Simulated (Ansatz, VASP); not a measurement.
**Two plane-wave programs on BaTiO3**

File INCAR:

```
PREC = Accurate ; ENCUT = 520
EDIFF = 1E-8 ; ISMEAR = -1
SIGMA = 0.02 ; LREAL = F
LASPH = T ; NELM = 60
ALGO = Normal ; ISIF = 2
LWAVE = F ; LCHARG = F
GGA = PE ; LEFG = T
NBANDS = 28
```

Contents of KPOINTS:

```
Automatic mesh
0
Gamma
  8 8 8
```

The input POSCAR:

```
BaTiO3
1.0
    4.0060000000      0.0000000000      0.0000000000
    0.0000000000      4.0060000000      0.0000000000
    0.0000000000      0.0000000000      4.0060000000
Ba Ti O
1 1 3
Direct
    0.5000000000      0.5000000000      0.5000000000
    0.0000000000      0.0000000000      0.0000000000
    0.5000000000      0.0000000000      0.0000000000
    0.0000000000      0.5000000000      0.0000000000
    0.0000000000      0.0000000000      0.5000000000
```

Input for Ansatz:

```yaml
crystal:
  lattice:
    - [4.006, 0.0, 0.0]
    - [0.0, 4.006, 0.0]
    - [0.0, 0.0, 4.006]
  atoms:
    - { symbol: Ba, position: [0.5, 0.5, 0.5] }
    - { symbol: Ti, position: [0.0, 0.0, 0.0] }
    - { symbol: O, position: [0.5, 0.0, 0.0] }
    - { symbol: O, position: [0.0, 0.5, 0.0] }
    - { symbol: O, position: [0.0, 0.0, 0.5] }
kpoints:
  mp_grid: { grid: [8, 8, 8] }
scf:
  occupations: { method: fermi_dirac, width: 0.02 }
hamiltonian:
  xc: pbe
  pseudopotentials: { kind: paw }
output:
  forces: true
  stress: true
  populations: true
  efg:
    quadrupole_moments_barn: { Ba: 0.236, Ti: 0.247, O: -0.02558 }
    contact_densities: true
  write_density: true
  write_potential: true
  elf: true
  volumetric_format: npy
```

Alike in both runs: task electric field gradients; functional PBE; k mesh 8 × 8 × 8; occupations fermi-dirac, width 0.02 eV; no spin polarisation.

```csv
,VASP,Ansatz
version,VASP 6.6.1,Ansatz 0.2.0
potentials or method,"VASP PAW PBE potentials, release 64 (Ba_sv, Ti_sv, O)","plane-wave PAW, scalar-relativistic"
plane-wave cutoff (eV),520,420
valence electrons in the cell,40,40
```

```tsv
	VASP	Ansatz	Ansatz less VASP
gap on the k mesh at the Fermi level (eV)	1.74	1.81	+0.066
pressure (GPa)	3.4	1.7	-1.77
size of Vzz on the site where it differs most (V/Å²)	25.1	26.0	+0.87
```

Neither program's run includes spin-orbit coupling.
